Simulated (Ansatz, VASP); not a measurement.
## Cu5Mo in VASP and in Ansatz

```
Cu Mo
1.0
     4.17004    0.00000    0.00000
    -2.08502    3.61136    0.00000
     0.00000    0.00000    5.10172
Cu Mo
5 1
Direct
  0.33333 0.66667 0.24627
  0.33333 0.66667 0.75373
  0.66667 0.33333 0.75373
  0.66667 0.33333 0.24627
  0.00000 0.00000 0.00000
  0.00000 0.00000 0.50000
```

Alike in both runs: functional PBE; k mesh 12 × 12 × 8; occupations gaussian, width 0.1 eV; no spin polarisation.

Ansatz relaxed the structure, and its values are those at the end. VASP's run is a single point on that final structure, the one shown.

|  | VASP | Ansatz |
| --- | --- | --- |
| version | VASP 6.6.1 | Ansatz 0.2.0 |
| potentials or method | VASP PAW PBE potentials, release 64 (Cu, Mo_sv), cutoff 520 eV | scalar-relativistic, plane waves, PAW |
| valence electrons in the cell | 69 | 109 |

Ansatz gave:

- gap on the k mesh at the Fermi level (eV): none
- pressure (GPa): 0.0

Estimate VASP's values.

gap on the k mesh at the Fermi level (eV): none; pressure (GPa): 0.5.

A gap of «none» marks a metal or a gap that the smearing closes. The functional is the same, so the differences come from potentials, cutoffs and numerics. VASP's potentials hold 69 valence electrons a cell and Ansatz's 109, so a difference there can come from the potentials and not from the codes.
